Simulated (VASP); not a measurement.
## TiO2: single point with r2SCAN

TiO2:

```xyz
6
Lattice="4.5969 0.0000 0.0000 0.0000 4.5969 0.0000 0.0000 0.0000 2.9535" Properties=species:S:1:pos:R:3 pbc="T T T"
Ti    0.0000    0.0000    0.0000
Ti    2.2985    2.2985    1.4768
O     1.4004    1.4004    0.0000
O     0.8981    3.6988    1.4768
O     3.1966    3.1966    0.0000
O     3.6988    0.8981    1.4768
```

```
Program             : VASP 6.6.1
Task                : single point
Functional          : r2SCAN
Potentials or basis : VASP PAW PBE potentials, release 64 (Ti_sv, O)
Cutoff              : 520 eV
k mesh              : 6 × 6 × 10
Occupations         : gaussian, width 0.02 eV
Spin                : no spin polarisation
```

```json
{"Pressure": "1.3 GPa", "Largest force": "0.036 eV/Å", "Band gap on the k mesh": "2.23 eV"}
```

Forces on the atoms (eV/Å):
```
Ti   0.000  0.000  0.000
Ti   0.000  0.000  0.000
O   -0.026 -0.026  0.000
O    0.026 -0.026  0.000
O    0.026  0.026  0.000
O   -0.026  0.026  0.000
```

Stress tensor (GPa, compression positive):
```
1.03 0.00 0.00
0.00 1.03 0.00
0.00 0.00 1.76
```

Levels at points of the mesh, in eV from the valence-band top:
```csv
k point,band 22,band 23,band 24,band 25,band 26,band 27
"(0.00, 0.00, 0.00)",-0.49,-0.49,0.00,2.23,2.55,2.79
"(0.50, 0.00, 0.00)",-1.70,-0.77,-0.77,2.92,2.92,3.41
"(0.50, 0.50, 0.00)",-1.38,-1.13,-1.13,2.27,2.27,2.90
"(0.00, 0.00, 0.50)",-2.40,-1.48,-1.48,3.33,3.33,3.59
"(0.50, 0.00, 0.50)",-2.08,-1.09,-1.09,2.29,2.29,3.62
"(0.50, 0.50, 0.50)",-1.32,-0.72,-0.72,2.97,2.97,3.60
```

Wall time 4.5 min on 1 thread of Intel(R) Xeon(R) Platinum 8488C (Sapphire Rapids) (shared host), peak memory 0.24 GiB.

Caveat: the PAW data sets were made with another functional, which shifts forces and pressure a little. r2SCAN opens gaps a little over a GGA but as a rule still falls short of measured ones.
